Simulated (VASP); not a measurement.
Set up this calculation in VASP 6.6.1, as the native input.

```
Task                   : single point
Functional             : LDA
Potentials or basis    : VASP PAW LDA potentials, release 64 (Al, Cu)
Cutoff                 : 520 eV
k mesh                 : 9 × 9 × 4
Occupations            : fermi-dirac, width 0.1 eV
Spin                   : no spin polarisation
Dipole correction      : no
Further INCAR settings : ALGO = Normal; EDIFF = 1e-06; NBANDS = 18
```

The structure of Al3Cu lies in POSCAR:

```
Al3Cu
1.0
    2.7784054300      0.0000000000      0.0000000000
    0.0000000000      2.7784054300      0.0000000000
    0.0000000000      0.0000000000      7.5134034100
Al Cu
3 1
Direct
    0.0000000000      0.0000000000      0.5000000000
    0.5000000000      0.5000000000      0.2261155100
    0.5000000000      0.5000000000      0.7738844900
    0.0000000000      0.0000000000      0.0000000000
```

These files were run (other wordings do the same):

INCAR

```
  PREC = Accurate
  ENCUT = 520
  EDIFF = 1E-6
  ISMEAR = -1
  SIGMA = 0.1
  LREAL = False
  LASPH = True
  NELM = 60
  ALGO = Normal
  ISIF = 2
  LWAVE = False
  LCHARG = False
  NBANDS = 18
```

KPOINTS

```
regular mesh
0
Gamma
  9 9 4
```

Potentials or basis: VASP PAW LDA potentials, release 64 (Al, Cu).

Command:

```sh
$ cat potpaw_LDA.64/Al/POTCAR potpaw_LDA.64/Cu/POTCAR > POTCAR
$ mpirun -np 1 vasp_std > vasp.out
```

It gave:

```json
{
  "Pressure": "-1.8 GPa",
  "Largest force": "0.460 eV/Å",
  "Band gap on the k mesh": "zero (band 10 reaches 12.72 eV, above the bottom of band 11 at 6.92 eV)"
}
```

Run time: 67 s on 1 thread of Intel Xeon 8259CL, on a shared host, peak memory 0.18 GiB.
